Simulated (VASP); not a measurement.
# K8Ta5Nb3O24 (P1) in VASP: single point with PBEsol

Aim: the single point of K8Ta5Nb3O24 with PBEsol.

Program: VASP 6.6.1. These are calculated values, not measurements. Logs are shortened: lines on timing, memory, paths and dates and some standing lists are left out, and cuts for length are marked.

## 1. The cell of the first run

The typed cell holds 40 atoms: a = 7.982 Å, b = 7.982 Å, c = 7.982 Å, α = 90.00°, β = 90.00°, γ = 90.00°.

## 2. Single point, PBEsol

The input, INCAR:

```
SYSTEM = K8Ta5Nb3O24
ALGO     = Normal         ! electronic algorithm
EDIFF    = 1E-6           ! SCF threshold, eV
ENCUT    = 520            ! plane-wave cutoff, eV
GGA      = PS             ! functional
ISIF     = 2              ! what is computed and relaxed
ISMEAR   = -1             ! smearing method
ISYM     = 0            
LASPH    = .TRUE.         ! aspherical terms in the spheres
LCHARG   = .FALSE.        ! write CHGCAR
LREAL    = Auto         
LWAVE    = .FALSE.        ! write WAVECAR
NBANDS   = 181            ! bands
NELM     = 80             ! most SCF steps
PREC     = Accurate       ! precision mode
SIGMA    = 0.05           ! smearing width, eV
```

The input, KPOINTS:

```
Automatic mesh
0
Gamma
  1 1 1
  0.25 0.25 0.25
```

The input, POSCAR:

```
K8Ta5Nb3O24
1.0
    7.9822299709      0.0000000000      0.0000000000
    0.0000000000      7.9822299709      0.0000000000
    0.0000000000      0.0000000000      7.9822299709
K Nb Ta O
8 3 5 24
Direct
    0.0023240000      0.0025570000      0.0024960000
    0.0022340000      0.0025190000      0.5021170000
    0.0029240000      0.5021670000      0.0027050000
    0.0027420000      0.5026510000      0.5025800000
    0.5023250000      0.0025840000      0.0022270000
    0.5026520000      0.0025360000      0.5020960000
    0.5024130000      0.5018070000      0.0022930000
    0.5027990000      0.5021500000      0.5027990000
    0.2596100000      0.2561220000      0.2557980000
    0.7595990000      0.2560890000      0.2595710000
    0.7560940000      0.2561020000      0.7595500000
    0.2558090000      0.2526620000      0.7555520000
    0.2527110000      0.7559220000      0.2526840000
    0.2529040000      0.7526870000      0.7526720000
    0.7526370000      0.7558130000      0.2523340000
    0.7529360000      0.7558840000      0.7523950000
    0.2472760000      0.2484150000      0.9976960000
    0.2475200000      0.2483060000      0.4976870000
    0.2492050000      0.7482820000      0.9991380000
    0.2492280000      0.7483790000      0.4991340000
    0.7473720000      0.2476160000      0.9967710000
    0.7471640000      0.2475970000      0.4967720000
    0.7492340000      0.7476730000      0.9987140000
    0.7492530000      0.7476660000      0.4987470000
    0.9968940000      0.2474950000      0.2471200000
    0.9977510000      0.2483060000      0.7470160000
    0.9988090000      0.7476400000      0.2493170000
    0.9990950000      0.7482740000      0.7492630000
    0.4969250000      0.2474150000      0.2468730000
    0.4977530000      0.2482930000      0.7473030000
    0.4987680000      0.7476760000      0.2492270000
    0.4990880000      0.7483340000      0.7492750000
    0.2480280000      0.9978030000      0.2485960000
    0.2485150000      0.9985190000      0.7486650000
    0.2480800000      0.4977640000      0.2486750000
    0.2485310000      0.4985190000      0.7485770000
    0.7479540000      0.9975000000      0.2478170000
    0.7485850000      0.9978040000      0.7478810000
    0.7478530000      0.4974520000      0.2478120000
    0.7485680000      0.4977790000      0.7479120000
```

Potentials or basis: VASP PAW PBE potentials, release 64 (K_sv, Nb_sv, Ta_pv, O).

On the command line:

```console
> cat potpaw_PBE.64/K_sv/POTCAR potpaw_PBE.64/Nb_sv/POTCAR potpaw_PBE.64/Ta_pv/POTCAR potpaw_PBE.64/O/POTCAR > POTCAR
> mpirun -np 1 vasp_std > vasp.out
```

OUTCAR:

```text
SYSTEM = K8Ta5Nb3O24
   EDIFF = 1E-6
   ENCUT = 520
   GGA = PS
   ISIF = 2
   ISMEAR = -1
   ISYM = 0
   LASPH = .TRUE.
   LREAL = Auto
   NELM = 80
   PREC = Accurate

 ion  position               nearest neighbor table
   1  0.002  0.003  0.002-  25 2.76  17 2.77  33 2.78  37 2.82  34 2.82  21 2.82  19 2.83  26 2.83
                            27 2.83  28 2.86  23 2.87  38 2.87  11 3.42  16 3.44  15 3.44  13 3.44
   2  0.002  0.003  0.502-  26 2.77  18 2.77  34 2.78  33 2.82  38 2.82  25 2.82  22 2.82  20 2.83
                            28 2.83  27 2.87  24 2.87  37 2.87  10 3.41  15 3.44  16 3.44  13 3.44
   3  0.003  0.502  0.003-  35 2.77  27 2.78  19 2.78  17 2.81  25 2.82  23 2.82  28 2.82  36 2.82
                            39 2.82  40 2.87  26 2.88  21 2.88  11 3.39  12 3.45  14 3.46  13 3.47
   4  0.003  0.503  0.503-  36 2.78  20 2.78  28 2.78  27 2.81  24 2.81  26 2.82  18 2.82  35 2.82
                            40 2.82  39 2.88  25 2.88  22 2.88  10 3.38  14 3.46  16 3.47  13 3.47
   5  0.502  0.003  0.002-  29 2.76  21 2.77  37 2.77  38 2.83  30 2.83  33 2.83  17 2.83  23 2.83
                            31 2.83  32 2.86  34 2.86  19 2.86  12 3.43  13 3.44  16 3.44  15 3.44
   6  0.503  0.003  0.502-  22 2.76  30 2.77  38 2.78  37 2.82  29 2.82  34 2.83  18 2.83  32 2.83
                            24 2.83  20 2.87  31 2.87  33 2.87   9 3.42  13 3.44  15 3.44  16 3.44
   7  0.502  0.502  0.002-  39 2.77  23 2.78  31 2.78  29 2.82  21 2.82  32 2.82  19 2.82  40 2.83
                            35 2.83  36 2.87  30 2.87  17 2.87   9 3.42  11 3.42  12 3.42  14 3.46
   8  0.503  0.502  0.503-  40 2.77  24 2.78  32 2.78  30 2.81  22 2.82  31 2.82  20 2.82  36 2.82
                            39 2.82  35 2.87  18 2.87  29 2.88   9 3.39  12 3.45  14 3.46  16 3.47
   9  0.260  0.256  0.256-  29 1.90  35 1.93  18 1.93  17 2.06  33 2.06  25 2.10   8 3.39   7 3.42
                             6 3.42
  10  0.760  0.256  0.260-  22 1.90  25 1.90  39 1.93  37 2.07  29 2.10  21 2.10   4 3.38   2 3.41

  11  0.756  0.256  0.760-  21 1.90  40 1.93  26 1.93  38 2.06  30 2.07  22 2.10   3 3.39   7 3.42
                             1 3.42
  12  0.256  0.253  0.756-  30 1.93  17 1.93  36 1.96  34 2.03  18 2.06  26 2.06   7 3.42   5 3.43
                             8 3.45   3 3.45   6 3.46   1 3.46   4 3.48   2 3.49
  13  0.253  0.756  0.253-  33 1.93  31 1.97  20 1.97  19 2.02  27 2.03  35 2.06   6 3.44   2 3.44
                             5 3.44   1 3.44   4 3.47   3 3.47   8 3.47   7 3.48
  14  0.253  0.753  0.753-  34 1.96  32 1.97  19 1.97  20 2.02  28 2.03  36 2.03   5 3.45   7 3.46
                             6 3.46   1 3.46   4 3.46   8 3.46   3 3.46   2 3.46
  15  0.753  0.756  0.252-  37 1.93  27 1.97  24 1.97  23 2.03  31 2.03  39 2.06   2 3.44   1 3.44
                             6 3.44   5 3.44   4 3.47   3 3.47   8 3.47   7 3.48
  16  0.753  0.756  0.752-  38 1.93  28 1.97  23 1.97  24 2.03  32 2.03  40 2.06   1 3.44   2 3.44
                             5 3.44   6 3.44   4 3.47   8 3.47   3 3.47   7 3.48
  17  0.247  0.248  0.998-  12 1.93   9 2.06   1 2.77   3 2.81   5 2.83   7 2.87
  18  0.248  0.248  0.498-   9 1.93  12 2.06   2 2.77   4 2.82   6 2.83   8 2.87
  19  0.249  0.748  0.999-  14 1.97  13 2.02   3 2.78   7 2.82   1 2.83   5 2.86
  20  0.249  0.748  0.499-  13 1.97  14 2.02   4 2.78   8 2.82   2 2.83   6 2.87
  21  0.747  0.248  0.997-  11 1.90  10 2.10   5 2.77   7 2.82   1 2.82   3 2.88
  22  0.747  0.248  0.497-  10 1.90  11 2.10   6 2.76   8 2.82   2 2.82   4 2.88
[... 16 lines left out ...]
  39  0.748  0.497  0.248-  10 1.93  15 2.06   7 2.77   8 2.82   3 2.82   4 2.88
  40  0.749  0.498  0.748-  11 1.93  16 2.06   8 2.77   4 2.82   7 2.83   3 2.87

IMPORTANT INFORMATION: All symmetrisations will be switched off!
NOSYMM: (Re-)initialisation of all symmetry stuff for point group C_1.

----------------------------------------------------------------------------------------

                                     Primitive cell

  volume of cell :     508.5957

  direct lattice vectors                    reciprocal lattice vectors
     7.982229971  0.000000000  0.000000000     0.125278275  0.000000000  0.000000000
     0.000000000  7.982229971  0.000000000     0.000000000  0.125278275  0.000000000
     0.000000000  0.000000000  7.982229971     0.000000000  0.000000000  0.125278275

  length of vectors
     7.982229971  7.982229971  7.982229971     0.125278275  0.125278275  0.125278275

  position of ions in fractional coordinates (direct lattice)
     0.002324000  0.002557000  0.002496000
     0.002234000  0.002519000  0.502117000
     0.002924000  0.502167000  0.002705000
     0.002742000  0.502651000  0.502580000
     0.502325000  0.002584000  0.002227000
     0.502652000  0.002536000  0.502096000
[... 32 lines left out ...]
     0.747853000  0.497452000  0.247812000
     0.748568000  0.497779000  0.747912000

  ion indices of the primitive-cell ions
   primitive index   ion index
                 1           1
                 2           2
                 3           3
                 4           4
                 5           5
                 6           6
[... 32 lines left out ...]
                39          39
                40          40

----------------------------------------------------------------------------------------

 KPOINTS: Automatic mesh

Automatic generation of k-mesh.
 Grid dimensions read from file:
 generate k-points for:    1    1    1

 Generating k-lattice:

  Cartesian coordinates                     Fractional coordinates (reciprocal lattice)
     0.125278275  0.000000000  0.000000000     1.000000000  0.000000000  0.000000000
     0.000000000  0.125278275  0.000000000     0.000000000  1.000000000  0.000000000
     0.000000000  0.000000000  0.125278275     0.000000000  0.000000000  1.000000000

  Length of vectors
     0.125278275  0.125278275  0.125278275

  Shift w.r.t. Gamma in fractional coordinates (k-lattice)
     0.250000000  0.250000000  0.250000000

 Subroutine IBZKPT returns following result:
 ===========================================

 Found      4 irreducible k-points:

 Following reciprocal coordinates:
            Coordinates               Weight
  0.250000  0.250000  0.250000      2.000000
 -0.250000  0.250000  0.250000      2.000000
 -0.250000 -0.250000  0.250000      2.000000
  0.250000 -0.250000  0.250000      2.000000
   k-points           NKPTS =      4   k-points in BZ     NKDIM =      4   number of bands    NBANDS=    181
   number of dos      NEDOS =    301   number of ions     NIONS =     40
   total plane-waves  NPLWV = 216000
   dimension x,y,z NGX =    60 NGY =   60 NGZ =   60
   dimension x,y,z NGXF=   120 NGYF=  120 NGZF=  120
   ions per type =               8   3   5  24
   NGX,Y,Z   is equivalent  to a cutoff of  12.50, 12.50, 12.50 a.u.
   NGXF,Y,Z  is equivalent  to a cutoff of  24.99, 24.99, 24.99 a.u.
 SYSTEM =  K8Ta5Nb3O24
   PREC   = accura    normal or accurate (medium, high low for compatibility)
   ISTART =      0    job   : 0-new  1-cont  2-samecut
   ICHARG =      2    charge: 1-file 2-atom 10-const
   ISPIN  =      1    spin polarized calculation?
   LNONCOLLINEAR =      F non collinear calculations
   LSORBIT =      F    spin-orbit coupling
   LASPH  =      T    aspherical Exc in radial PAW
   ENCUT  =  520.0 eV  38.22 Ry    6.18 a.u.  14.84 14.84 14.84*2*pi/ulx,y,z
   NELM   =     80;   NELMIN=  2; NELMDL= -5     # of ELM steps
   EDIFF  = 0.1E-05   stopping-criterion for ELM
   LREAL  =      T    real-space projection
   EDIFFG = 0.1E-04   stopping-criterion for IOM
   NSW    =      0    number of steps for IOM
   IBRION =     -1    ionic relax: 0-MD 1-quasi-New 2-CG
   NFREE  =      0    steps in history (QN), initial steepest desc. (CG)
   ISIF   =      2    stress and relaxation
   ISYM   =      0    0-nonsym 1-usesym 2-fastsym
   POTIM  = 0.5000    time-step for ionic-motion
   TEBEG  =    0.0;   TEEND  =   0.0 temperature during run
   PSTRESS=    0.0 pullay stress
   NELECT =     310.0000    total number of electrons
   NUPDOWN=      -1.0000    fix difference up-down
   EMIN   =  10.00;   EMAX   =-10.00  energy-range for DOS
   EFERMI =   0.00;   METHOD = LEGACY
   ISMEAR =    -1;   SIGMA  =   0.05  broadening in eV -4-tet -1-fermi 0-gaus
   EFERMI_NEDOS =   21; number of points for ismear=-14 and -15
   IALGO  =     38    algorithm
   IMIX   =      4    mixing-type and parameters
     AMIX     =   0.40;   BMIX     =  1.00
     AMIX_MAG =   1.60;   BMIX_MAG =  1.00
  volume/ion in A,a.u.               =      12.71        85.80
  Fermi-wavevector in a.u.,A,eV,Ry     =   1.388048  2.623030 26.214036  1.926677
  Thomas-Fermi vector in A             =   2.512211
   LORBIT       =      0    0 simple, 1 ext, 2 COOP (PROOUT), +10 PAW based schemes
   GGA     = PS    functional components
   LHFCALC =     F    Hartree Fock is set to
   AEXX    =    0.0000 exact exchange contribution
   IVDW    =     0    specifies the selected vdW correction
   LEPSILON=     F    determine dielectric tensor
   LRPA    =     F    only Hartree local field effects (RPA)
 non-spin polarized calculation
  energy-cutoff  :      520.00
  volume of cell :      508.60
 maximum number of plane-waves:     13679
   NGX = 29   NGY = 29   NGZ = 29

 number of electron     310.0000001 magnetization

 Free energy of the ion-electron system (eV)
  ---------------------------------------------------
  ext. energy  EPLUGINS =         0.00000000
  ---------------------------------------------------
  free energy    TOTEN  =      -336.86865042 eV

  energy without entropy =     -336.86865042  energy(sigma->0) =     -336.86865042

 E-fermi :   3.3392     XC(G=0): -11.1146

 val. band max:        2.0579563309   @ k =   0.2500   0.2500   0.2500
 cond. band min:       4.8960474752   @ k =  -0.2500   0.2500   0.2500
 fundamental gap:      2.8380911443
 Fermi energy:         3.3392433972

 k-point     1 :       0.2500    0.2500    0.2500
  band No.  band energies     occupation
      1     -52.4200      2.00000
      2     -52.4185      2.00000
      3     -52.3880      2.00000
      4     -31.8547      2.00000
      5     -31.8542      2.00000
      6     -31.8504      2.00000
[... 159 lines left out ...]
    166       6.6307      0.00000
    167       6.6802      0.00000
[... 508 lines left out ...]
    166       6.6452      0.00000
    167       6.6783      0.00000
 [bands above 167 left out]

------------------------ aborting loop because EDIFF is reached ----------------------------------------

  FORCE on cell =-STRESS in cart. coord.  units (eV):
  Direction    XX          YY          ZZ          XY          YZ          ZX
  --------------------------------------------------------------------------------------
  -------------------------------------------------------------------------------------
  Total        1.6973031      1.5319464      1.6283071      0.1559018      0.1492814      0.2008604
  in kB        5.3468410      4.8259348      5.1294900      0.4911216      0.4702658      0.6327501
  external PRESSURE =       5.1007553 kB  Pullay stress =       0.0000000 kB

 VOLUME and BASIS-vectors are now :
 -----------------------------------------------------------------------------
  energy-cutoff  :      520.00
  volume of cell :      508.60
      direct lattice vectors                 reciprocal lattice vectors
     7.982229971  0.000000000  0.000000000     0.125278275  0.000000000  0.000000000
     0.000000000  7.982229971  0.000000000     0.000000000  0.125278275  0.000000000
     0.000000000  0.000000000  7.982229971     0.000000000  0.000000000  0.125278275

 POSITION                                       TOTAL-FORCE (eV/Angst)
 -----------------------------------------------------------------------------------
      0.01855      0.02041      0.01992        -0.007008     -0.006500     -0.007599
      0.01783      0.02011      4.00801        -0.005945     -0.006718     -0.007015
      0.02334      4.00841      0.02159        -0.013939     -0.011567     -0.007481
      0.02189      4.01228      4.01171        -0.010681     -0.018762     -0.009150
      4.00967      0.02063      0.01778        -0.006509     -0.007748     -0.008202
      4.01228      0.02024      4.00785        -0.007147     -0.004604     -0.006353
[... 32 lines left out ...]
      5.96953      3.97078      1.97809         0.040529     -0.014667      0.039064
      5.97524      3.97339      5.97001         0.035496     -0.020048      0.038919
 -----------------------------------------------------------------------------------
    total drift:                                0.013671      0.044266      0.021649

  FREE ENERGIE OF THE ION-ELECTRON SYSTEM (eV)
  ---------------------------------------------------
  free  energy   TOTEN  =      -336.8686504209 eV

  energy  without entropy=     -336.8686504209  energy(sigma->0) =     -336.86865042
```

It took 22 min on 1 thread of Intel Xeon Platinum 8375C at 2.90GHz (Ice Lake), shared host; peak memory 0.63 GiB.

Results:

* Free energy: -336.8687 eV
* Pressure: 0.5 GPa
* Largest force: 0.236 eV/Å
* Band gap on the k mesh: 2.84 eV (least direct gap 2.85 eV)

Forces on the atoms (eV/Å):
```
K   -0.007 -0.006 -0.008
K   -0.006 -0.007 -0.007
K   -0.014 -0.012 -0.007
K   -0.011 -0.019 -0.009
K   -0.007 -0.008 -0.008
K   -0.007 -0.005 -0.006
K   -0.004 -0.003 -0.005
K   -0.006 -0.011 -0.015
Nb  -0.110 -0.095 -0.091
Nb  -0.110 -0.111 -0.116
Nb  -0.099 -0.093 -0.114
Ta  -0.150 -0.113 -0.143
Ta  -0.096 -0.140 -0.082
Ta  -0.083 -0.099 -0.077
Ta  -0.097 -0.164 -0.091
Ta  -0.092 -0.140 -0.085
O    0.034  0.028  0.143
O    0.037  0.034 -0.022
O    0.018  0.024  0.044
O    0.019  0.024  0.046
O    0.043  0.044  0.044
O    0.047  0.043  0.040
O    0.017  0.027  0.049
O    0.015  0.028  0.043
O    0.041  0.049  0.051
O   -0.018  0.033  0.045
O    0.047  0.028  0.011
O    0.050  0.026  0.015
O    0.041  0.051  0.051
O    0.149  0.032  0.035
O    0.052  0.028  0.015
O    0.049  0.023  0.015
O    0.031  0.146  0.029
O    0.020  0.054  0.015
O    0.038 -0.017  0.031
O    0.023  0.056  0.018
O    0.033  0.151  0.034
O    0.033  0.147  0.033
O    0.041 -0.015  0.039
O    0.035 -0.020  0.039
```

Caveat: the PAW data sets were made with another functional, which shifts forces and pressure a little; spin-orbit coupling is left out, which moves the levels of the heavy elements; a shifted mesh leaves out Γ, where band edges can lie. A k mesh can miss the band edges.
